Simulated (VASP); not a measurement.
Mg2ZnO3, 6 atoms in the cell. It takes space group Cmmm (No. 65, orthorhombic). The conventional cell has a = 5.349 Å, b = 6.544 Å, c = 4.128 Å, α = 90.00°, β = 90.00°, γ = 90.00°. Within 2.2 Å of Mg (site symmetry 2/m) lie 2 O at 1.64 Å and 2 Zn at 2.11 Å. Zn (site symmetry mmm) has 2 O at 1.41 Å within 1.9 Å. O (site symmetry 2mm) has 1 Zn at 1.41 Å and 2 Mg at 1.64 Å within 1.9 Å. O (site symmetry mmm) has 2 Zn at 2.06 Å and 4 O at 2.50 Å within 2.7 Å. 

```yaml
Program: VASP 6.6.1
Task: single point
Functional: PBE
Potentials_or_basis: VASP PAW PBE potentials, release 64 (Mg, Zn, O)
Cutoff: 520 eV
k_mesh: 4 × 4 × 4
Occupations: gaussian, width 0.1 eV
Spin: no spin polarisation
Dipole_correction: no
Further_INCAR_settings: ALGO = Normal; EDIFF = 1e-06; NBANDS = 26
```

Potentials or basis: VASP PAW PBE potentials, release 64 (Mg, Zn, O).

Command:

```sh
$ cat potpaw_PBE.64/Mg/POTCAR potpaw_PBE.64/Zn/POTCAR potpaw_PBE.64/O/POTCAR > POTCAR
$ mpirun -np 1 vasp_std > vasp.out
```

Hardware: 1 thread of Intel Xeon 6975P-C, on a shared host.

Q: Estimate the wall time of this run.

A: It took 37 s on 1 thread of Intel Xeon 6975P-C, with other jobs on the host, peak memory 0.19 GiB. Counts: scf iterations 16, k points 21.
